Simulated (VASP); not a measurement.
# GaAs (m.bB) (F-43m) in VASP: further runs

The runs below take GaAs (m.bB) through single point, relaxation of cell and atoms, with PBE.

Program: VASP 6.6.1. These are calculated values, not measurements. Logs are shortened: lines on timing, memory, paths and dates and some standing lists are left out, and cuts for length are marked.

### Step 1. The cell of the first run

The structure is cubic, space group F-43m (No. 216). Conventional cell: a = 5.670 Å, b = 5.670 Å, c = 5.670 Å, α = 90.00°, β = 90.00°, γ = 90.00°. Within 3.2 Å of Ga (site symmetry -43m) lie 4 As at 2.46 Å. Within 3.2 Å of As (site symmetry -43m) lie 4 Ga at 2.46 Å.

### Step 2. Single point, PBE

Input file INCAR:

```
PREC = Accurate
ENCUT = 500
EDIFF = 1E-6
ISMEAR = 0
SIGMA = 0.1
LREAL = F
LASPH = T
NELM = 120
ALGO = Normal
ISIF = 2
LWAVE = F
LCHARG = F
GGA = PE
NBANDS = 16
GGA_COMPAT = F
```

Input file KPOINTS:

```
regular mesh
0
Gamma
  6 6 6
```

Input file POSCAR:

```
GaAs
1.0
    0.0000000000      2.8350000000      2.8350000000
    2.8350000000      0.0000000000      2.8350000000
    2.8350000000      2.8350000000      0.0000000000
Ga As
1 1
Direct
    0.0000000000      0.0000000000      0.0000000000
    0.2500000000      0.2500000000      0.2500000000
```

Potentials or basis: VASP PAW PBE potentials, release 64 (Ga_d, As).

Started as:

```sh
> cat potpaw_PBE.64/Ga_d/POTCAR potpaw_PBE.64/As/POTCAR > POTCAR
> mpirun -np 1 vasp_std > vasp.out
```

OUTCAR:

```text
PREC = Accurate
   ENCUT = 500
   EDIFF = 1E-6
   ISMEAR = 0
   LREAL = F
   LASPH = T
   NELM = 120
   ISIF = 2
   GGA = PE

 ion  position               nearest neighbor table
   1  0.000  0.000  0.000-   2 2.46   2 2.46   2 2.46   2 2.46
   2  0.250  0.250  0.250-   1 2.46   1 2.46   1 2.46   1 2.46

  LATTYP: Found a face centered cubic cell.
 ALAT       =     5.6700000000

  Lattice vectors:

 A1 = (   0.0000000000,   2.8350000000,   2.8350000000)
 A2 = (   2.8350000000,   0.0000000000,   2.8350000000)
 A3 = (   2.8350000000,   2.8350000000,   0.0000000000)

Analysis of symmetry for initial positions (statically):
=====================================================================
 Subroutine PRICEL returns:
 Original cell was already a primitive cell.

 Routine SETGRP: Setting up the symmetry group for a
 face centered cubic supercell.

 Subroutine GETGRP returns: Found 24 space group operations
 (whereof 24 operations were pure point group operations)
 out of a pool of 48 trial point group operations.

The static configuration has the point symmetry T_d .

Analysis of symmetry for dynamics (positions and initial velocities):
=====================================================================
 Subroutine PRICEL returns:
 Original cell was already a primitive cell.

 Routine SETGRP: Setting up the symmetry group for a
 face centered cubic supercell.

 Subroutine GETGRP returns: Found 24 space group operations
 (whereof 24 operations were pure point group operations)
 out of a pool of 48 trial point group operations.

The dynamic configuration has the point symmetry T_d .

 Subroutine INISYM returns: Found 24 space group operations
 (whereof 24 operations are pure point group operations),
 and found     1 'primitive' translations

----------------------------------------------------------------------------------------

                                     Primitive cell

  volume of cell :      45.5711

  direct lattice vectors                    reciprocal lattice vectors
     0.000000000  2.835000000  2.835000000    -0.176366843  0.176366843  0.176366843
     2.835000000  0.000000000  2.835000000     0.176366843 -0.176366843  0.176366843
     2.835000000  2.835000000  0.000000000     0.176366843  0.176366843 -0.176366843

  length of vectors
     4.009295449  4.009295449  4.009295449     0.305476333  0.305476333  0.305476333

  position of ions in fractional coordinates (direct lattice)
     0.000000000  0.000000000  0.000000000
     0.250000000  0.250000000  0.250000000

  ion indices of the primitive-cell ions
   primitive index   ion index
                 1           1
                 2           2

----------------------------------------------------------------------------------------

 KPOINTS: regular mesh

Automatic generation of k-mesh.
 Grid dimensions read from file:
 generate k-points for:    6    6    6

 Generating k-lattice:

  Cartesian coordinates                     Fractional coordinates (reciprocal lattice)
    -0.029394474  0.029394474  0.029394474     0.166666667  0.000000000  0.000000000
     0.029394474 -0.029394474  0.029394474     0.000000000  0.166666667  0.000000000
     0.029394474  0.029394474 -0.029394474     0.000000000  0.000000000  0.166666667

  Length of vectors
     0.050912722  0.050912722  0.050912722

  Shift w.r.t. Gamma in fractional coordinates (k-lattice)
     0.000000000  0.000000000  0.000000000

 Subroutine IBZKPT returns following result:
 ===========================================

 Found     16 irreducible k-points:

 Following reciprocal coordinates:
            Coordinates               Weight
  0.000000  0.000000  0.000000      1.000000
  0.166667  0.000000  0.000000      8.000000
  0.333333  0.000000  0.000000      8.000000
  0.500000  0.000000  0.000000      4.000000
  0.166667  0.166667  0.000000      6.000000
  0.333333  0.166667  0.000000     24.000000
[... 8 lines left out ...]
 -0.333333  0.333333  0.166667     24.000000
 -0.333333  0.500000  0.166667     12.000000
   k-points           NKPTS =     16   k-points in BZ     NKDIM =     16   number of bands    NBANDS=     16
   number of dos      NEDOS =    301   number of ions     NIONS =      2
   total plane-waves  NPLWV =  27000
   dimension x,y,z NGX =    30 NGY =   30 NGZ =   30
   dimension x,y,z NGXF=    60 NGYF=   60 NGZF=   60
   ions per type =               1   1
   NGX,Y,Z   is equivalent  to a cutoff of  12.44, 12.44, 12.44 a.u.
   NGXF,Y,Z  is equivalent  to a cutoff of  24.88, 24.88, 24.88 a.u.
 SYSTEM =  unknown system
   PREC   = accura    normal or accurate (medium, high low for compatibility)
   ISTART =      0    job   : 0-new  1-cont  2-samecut
   ICHARG =      2    charge: 1-file 2-atom 10-const
   ISPIN  =      1    spin polarized calculation?
   LNONCOLLINEAR =      F non collinear calculations
   LSORBIT =      F    spin-orbit coupling
   LASPH  =      T    aspherical Exc in radial PAW
   ENCUT  =  500.0 eV  36.75 Ry    6.06 a.u.   7.31  7.31  7.31*2*pi/ulx,y,z
   NELM   =    120;   NELMIN=  2; NELMDL= -5     # of ELM steps
   EDIFF  = 0.1E-05   stopping-criterion for ELM
   LREAL  =      F    real-space projection
   EDIFFG = 0.1E-04   stopping-criterion for IOM
   NSW    =      0    number of steps for IOM
   IBRION =     -1    ionic relax: 0-MD 1-quasi-New 2-CG
   NFREE  =      0    steps in history (QN), initial steepest desc. (CG)
   ISIF   =      2    stress and relaxation
   ISYM   =      2    0-nonsym 1-usesym 2-fastsym
   POTIM  = 0.5000    time-step for ionic-motion
   TEBEG  =    0.0;   TEEND  =   0.0 temperature during run
   PSTRESS=    0.0 pullay stress
   NELECT =      18.0000    total number of electrons
   NUPDOWN=      -1.0000    fix difference up-down
   EMIN   =  10.00;   EMAX   =-10.00  energy-range for DOS
   EFERMI =   0.00;   METHOD = LEGACY
   ISMEAR =     0;   SIGMA  =   0.10  broadening in eV -4-tet -1-fermi 0-gaus
   EFERMI_NEDOS =   21; number of points for ismear=-14 and -15
   IALGO  =     38    algorithm
   IMIX   =      4    mixing-type and parameters
     AMIX     =   0.40;   BMIX     =  1.00
     AMIX_MAG =   1.60;   BMIX_MAG =  1.00
  volume/ion in A,a.u.               =      22.79       153.76
  Fermi-wavevector in a.u.,A,eV,Ry     =   1.201165  2.269872 19.630444  1.442797
  Thomas-Fermi vector in A             =   2.336981
   LORBIT       =      0    0 simple, 1 ext, 2 COOP (PROOUT), +10 PAW based schemes
   GGA     = PE    functional components
   LHFCALC =     F    Hartree Fock is set to
   AEXX    =    0.0000 exact exchange contribution
   IVDW    =     0    specifies the selected vdW correction
   LEPSILON=     F    determine dielectric tensor
   LRPA    =     F    only Hartree local field effects (RPA)
 non-spin polarized calculation
 Gauss-broadening in eV      SIGMA  =   0.10
  energy-cutoff  :      500.00
  volume of cell :       45.57
 maximum number of plane-waves:      1173
 NGX is ok and might be reduce to    30
   NGX = 15   NGY = 15   NGZ = 15

 number of electron      17.9999989 magnetization

 Free energy of the ion-electron system (eV)
  ---------------------------------------------------
  ext. energy  EPLUGINS =         0.00000000
  ---------------------------------------------------
  free energy    TOTEN  =        -8.23455338 eV

  energy without entropy =       -8.23454807  energy(sigma->0) =       -8.23455072

 E-fermi :   4.0974     XC(G=0):  -9.5447

 val. band max:        3.8597440995   @ k =   0.0000   0.0000   0.0000
 cond. band min:       4.3125915221   @ k =   0.0000   0.0000   0.0000
 fundamental gap:      0.4528474226
 Fermi energy:         4.0973559453

 k-point     1 :       0.0000    0.0000    0.0000
  band No.  band energies     occupation
      1     -10.9441      2.00000
      2     -10.9441      2.00000
      3     -10.9441      2.00000
      4     -10.8673      2.00000
      5     -10.8673      2.00000
      6      -8.8046      2.00000
[... 8 lines left out ...]
     15      13.9557      0.00000
     16      13.9557      0.00000

 k-point     2 :       0.1667    0.0000    0.0000
  band No.  band energies     occupation
      1     -10.9655      2.00000
      2     -10.9384      2.00000
      3     -10.9384      2.00000
      4     -10.8675      2.00000
      5     -10.8675      2.00000
      6      -8.4883      2.00000
[... 8 lines left out ...]
     15      12.8870      0.00000
     16      12.8870      0.00000

 k-point     3 :       0.3333    0.0000    0.0000
  band No.  band energies     occupation
      1     -11.0032      2.00000
      2     -10.9288      2.00000
      3     -10.9288      2.00000
      4     -10.8657      2.00000
      5     -10.8657      2.00000
      6      -7.6721      2.00000
[... 8 lines left out ...]
     15      13.4997      0.00000
     16      13.4997      0.00000

 k-point     4 :       0.5000    0.0000    0.0000
  band No.  band energies     occupation
      1     -11.0203      2.00000
      2     -10.9253      2.00000
      3     -10.9253      2.00000
      4     -10.8636      2.00000
      5     -10.8636      2.00000
      6      -7.0653      2.00000
[... 8 lines left out ...]
     15      15.6819      0.00000
     16      15.6819      0.00000
[... 172 lines left out ...]
 k-point    14 :       0.5000    0.3333    0.1667
  band No.  band energies     occupation
      1     -11.0262      2.00000
      2     -10.9178      2.00000
      3     -10.9112      2.00000
      4     -10.8773      2.00000
      5     -10.8615      2.00000
      6      -7.0183      2.00000
[... 8 lines left out ...]
     15      14.9310      0.00000
     16      16.9128      0.00000

 k-point    15 :      -0.3333    0.3333    0.1667
  band No.  band energies     occupation
      1     -11.0335      2.00000
      2     -10.9173      2.00000
      3     -10.9064      2.00000
      4     -10.8749      2.00000
      5     -10.8638      2.00000
      6      -6.5227      2.00000
[... 8 lines left out ...]
     15      15.9742      0.00000
     16      16.5177      0.00000

 k-point    16 :      -0.3333    0.5000    0.1667
  band No.  band energies     occupation
      1     -11.0422      2.00000
      2     -10.9095      2.00000
      3     -10.9004      2.00000
      4     -10.8817      2.00000
      5     -10.8604      2.00000
      6      -6.2935      2.00000
[... 8 lines left out ...]
     15      16.0090      0.00000
     16      17.1355      0.00000

------------------------ aborting loop because EDIFF is reached ----------------------------------------

  FORCE on cell =-STRESS in cart. coord.  units (eV):
  Direction    XX          YY          ZZ          XY          YZ          ZX
  --------------------------------------------------------------------------------------
  -------------------------------------------------------------------------------------
  Total        0.7905623      0.7905623      0.7905623      0.0000000      0.0000000      0.0000000
  in kB       27.7944135     27.7944135     27.7944135      0.0000000      0.0000000      0.0000000
  external PRESSURE =      27.7944135 kB  Pullay stress =       0.0000000 kB

 VOLUME and BASIS-vectors are now :
 -----------------------------------------------------------------------------
  energy-cutoff  :      500.00
  volume of cell :       45.57
      direct lattice vectors                 reciprocal lattice vectors
     0.000000000  2.835000000  2.835000000    -0.176366843  0.176366843  0.176366843
     2.835000000  0.000000000  2.835000000     0.176366843 -0.176366843  0.176366843
     2.835000000  2.835000000  0.000000000     0.176366843  0.176366843 -0.176366843

 POSITION                                       TOTAL-FORCE (eV/Angst)
 -----------------------------------------------------------------------------------
      0.00000      0.00000      0.00000        -0.000000     -0.000000      0.000000
      1.41750      1.41750      1.41750         0.000000      0.000000     -0.000000
 -----------------------------------------------------------------------------------
    total drift:                               -0.000000     -0.000000      0.000000

  FREE ENERGIE OF THE ION-ELECTRON SYSTEM (eV)
  ---------------------------------------------------
  free  energy   TOTEN  =        -8.2345533779 eV

  energy  without entropy=       -8.2345480691  energy(sigma->0) =       -8.23455072
```

Run time: 9.8 s. Hardware: 1 thread of Intel Xeon 6975P-C, shared host; peak memory 0.17 GiB.

Results:

```yaml
Free_energy: -8.2346 eV
Pressure: 2.8 GPa
Band_gap_on_the_k_mesh: 0.45 eV, direct
```

Levels at points of the mesh, in eV from the valence-band top:
```
           k point  band 6  band 7  band 8  band 9  band 10  band 11  band 12  band 13
(0.00, 0.00, 0.00)  -12.66    0.00    0.00    0.00     0.45     3.72     3.72     3.72
(0.50, 0.00, 0.00)  -10.93   -6.60   -1.13   -1.13     0.97     4.63     4.63     7.74
(0.50, 0.50, 0.00)  -10.20   -6.78   -2.65   -2.65     1.47     1.66    10.09    10.09
```

### Step 3. Single point, PBE

This run uses another cell than the first one, of 23.71 Å³/atom, 1.041 times its volume.

Input file INCAR:

```
SYSTEM = GaAs
ALGO     = Normal         ! electronic algorithm
EDIFF    = 1E-6           ! SCF threshold, eV
ENCUT    = 500            ! plane-wave cutoff, eV
GGA      = PE             ! functional
GGA_COMPAT= .False.      
ISIF     = 2              ! what is computed and relaxed
ISMEAR   = 0              ! smearing method
LASPH    = .True.         ! aspherical terms in the spheres
LCHARG   = .False.        ! write CHGCAR
LREAL    = .False.        ! projectors in reciprocal space
LWAVE    = .False.        ! write WAVECAR
NBANDS   = 16             ! bands
NELM     = 120            ! most SCF steps
PREC     = Accurate       ! precision mode
SIGMA    = 0.01           ! smearing width, eV
```

Input file KPOINTS:

```
k-points
0
Gamma
  10 10 10
  0 0 0
```

Input file POSCAR:

```
GaAs
1.0
    0.0000000000      2.8729561782      2.8729561782
    2.8729561782      0.0000000000      2.8729561782
    2.8729561782      2.8729561782      0.0000000000
Ga As
1 1
Direct
    0.0000000000      0.0000000000      0.0000000000
    0.2500000000      0.2500000000      0.2500000000
```

Potentials or basis: VASP PAW PBE potentials, release 64 (Ga_d, As).

Started as:

```sh
> cat potpaw_PBE.64/Ga_d/POTCAR potpaw_PBE.64/As/POTCAR > POTCAR
> mpirun -np 1 vasp_std > vasp.out
```

Run time: 28 s. Hardware: 1 thread of Intel Xeon 6975P-C, shared host; peak memory 0.19 GiB.

It converged, with:

- Free energy: -8.2751 eV
- Pressure: 0.1 GPa
- Band gap on the k mesh: 0.16 eV, direct

Levels at points of the mesh, in eV from the valence-band top:
```tsv
k point	band 7	band 8	band 9	band 10	band 11	band 12
(0.00, 0.00, 0.00)	0.00	0.00	0.00	0.16	3.72	3.72
(0.50, 0.00, 0.00)	-6.38	-1.07	-1.07	0.87	4.62	4.62
(0.50, 0.50, 0.00)	-6.60	-2.51	-2.51	1.55	1.67	9.78
```

### Step 4. Single point, PBE

This run uses another cell than the first one, of 23.71 Å³/atom, 1.041 times its volume.

Input file INCAR:

```
SYSTEM = GaAs
ALGO     = Normal         ! electronic algorithm
EDIFF    = 1E-6           ! SCF threshold, eV
ENCUT    = 500            ! plane-wave cutoff, eV
GGA      = PE             ! functional
GGA_COMPAT= .FALSE.      
ISIF     = 2              ! what is computed and relaxed
ISMEAR   = 0              ! smearing method
LASPH    = .TRUE.         ! aspherical terms in the spheres
LCHARG   = .TRUE.         ! write CHGCAR
LELF     = .TRUE.         ! ELF
LREAL    = .FALSE.        ! projectors in reciprocal space
LVHAR    = .TRUE.       
LWAVE    = .FALSE.        ! write WAVECAR
NBANDS   = 16             ! bands
NELM     = 120            ! most SCF steps
PREC     = Accurate       ! precision mode
SIGMA    = 0.02           ! smearing width, eV
```

Input file KPOINTS:

```
k-points
0
G
  12 12 12
  0 0 0
```

POSCAR is that of step 3.

Started as:

```sh
> cat potpaw_PBE.64/Ga_d/POTCAR potpaw_PBE.64/As/POTCAR > POTCAR
> mpirun -np 1 vasp_std > vasp.out
```

It took 62 s on 1 thread of Intel Xeon 6975P-C, shared host; peak memory 0.2 GiB.

It converged, with:

```
Free energy            : -8.2762 eV
Pressure               : 0.1 GPa
Band gap on the k mesh : 0.16 eV, direct
```

Levels at points of the mesh, in eV from the valence-band top:
```tsv
k point	band 5	band 6	band 7	band 8	band 9	band 10	band 11	band 12	band 13	band 14
(0.00, 0.00, 0.00)	-14.66	-12.39	0.00	0.00	0.00	0.16	3.72	3.72	3.72	7.44
(0.50, 0.00, 0.00)	-14.65	-10.77	-6.38	-1.07	-1.07	0.87	4.62	4.62	7.70	10.04
(0.50, 0.50, 0.00)	-14.65	-10.09	-6.60	-2.51	-2.51	1.55	1.68	9.79	9.79	10.55
```

### Step 5. Relaxation of cell and atoms, PBE

Input file INCAR:

```
ALGO = Normal
EDIFF = 1E-7
EDIFFG = -0.002
ENCUT = 500
GGA = PE
GGA_COMPAT = F
IBRION = 2
ISIF = 3
ISMEAR = 0
LASPH = T
LCHARG = F
LREAL = F
LWAVE = F
NELM = 120
NELMIN = 4
NSW = 100
PREC = Accurate
SIGMA = 0.02
```

Input file KPOINTS:

```
k-points
0
Gamma
  12 12 12
```

Input file POSCAR:

```
GaAs
1.0
    0.0000000000      2.8350000000      2.8350000000
    2.8350000000      0.0000000000      2.8350000000
    2.8350000000      2.8350000000      0.0000000000
Ga As
1 1
Direct
    0.0000000000      0.0000000000      0.0000000000
    0.2500000000      0.2500000000      0.2500000000
```

Started as:

```sh
> cat potpaw_PBE.64/Ga_d/POTCAR potpaw_PBE.64/As/POTCAR > POTCAR
> mpirun -np 1 vasp_std > vasp.out
```

It took 99 s on 1 thread of Intel Xeon 6975P-C, shared host; peak memory 0.2 GiB.

The run converged. Its results:

| Property | Result |
| --- | --- |
| Free energy | -8.2760 eV |
| Relaxed volume | 23.76 Å³/atom |
| Relaxed cell | a = 4.066 Å, b = 4.066 Å, c = 4.066 Å, α = 60.00°, β = 60.00°, γ = 60.00° |
| Space group after relaxing (to 0.05 Å) | F-43m (No. 216) |
| Energy gained by relaxing | 8.3 meV/atom |
| Ionic steps | 3 |
| Pressure after relaxing | 0.0 GPa |
| Band gap on the k mesh | 0.15 eV, direct |

Step by step:
| step | energy change (eV) | largest force (eV/Å) | pressure (GPa) | volume (Å³) |
| --- | --- | --- | --- | --- |
| 1 | 0.0000 | 0.0000 | 2.83 | 45.57 |
| 2 | -0.0145 | 0.0000 | -0.90 | 48.28 |
| 3 | -0.0166 | 0.0000 | -0.01 | 47.53 |

Final structure:
```
Ga As
1.0
     0.00000    2.87504    2.87504
     2.87504    0.00000    2.87504
     2.87504    2.87504    0.00000
Ga As
1 1
Direct
  0.00000 0.00000 0.00000
  0.25000 0.25000 0.25000
```

Levels at points of the mesh, in eV from the valence-band top:
```csv
k point,band 5,band 6,band 7,band 8,band 9,band 10,band 11,band 12,band 13
"(0.00, 0.00, 0.00)",-14.65,-12.37,0.00,0.00,0.00,0.15,3.72,3.72,3.72
"(0.50, 0.00, 0.00)",-14.65,-10.76,-6.37,-1.07,-1.07,0.86,4.62,4.62,7.70
"(0.50, 0.50, 0.00)",-14.64,-10.09,-6.59,-2.50,-2.50,1.56,1.68,9.77,9.77
```

### Step 6. Summary

```tsv
task	cell	k mesh	smearing	gap on the mesh (eV)	pressure (GPa)
single point	a = 4.009 Å, angles 60.0°, 2 atoms	6 × 6 × 6	gaussian 0.1 eV	0.45	2.8
single point	a = 4.063 Å, angles 60.0°, 2 atoms	10 × 10 × 10	gaussian 0.01 eV	0.16	0.1
single point	a = 4.063 Å, angles 60.0°, 2 atoms	12 × 12 × 12	gaussian 0.02 eV	0.16	0.1
relaxation of cell and atoms	relaxed from a = 4.009 Å, angles 60.0°, 2 atoms	12 × 12 × 12	gaussian 0.02 eV	0.15	0.0
```

Alike in all rows: level PBE; potentials or basis VASP PAW PBE potentials, release 64 (Ga_d, As); no spin polarisation; cutoff (eV) 500.

Total energies depend on the potentials used, so only differences within one code and one set of settings carry meaning.
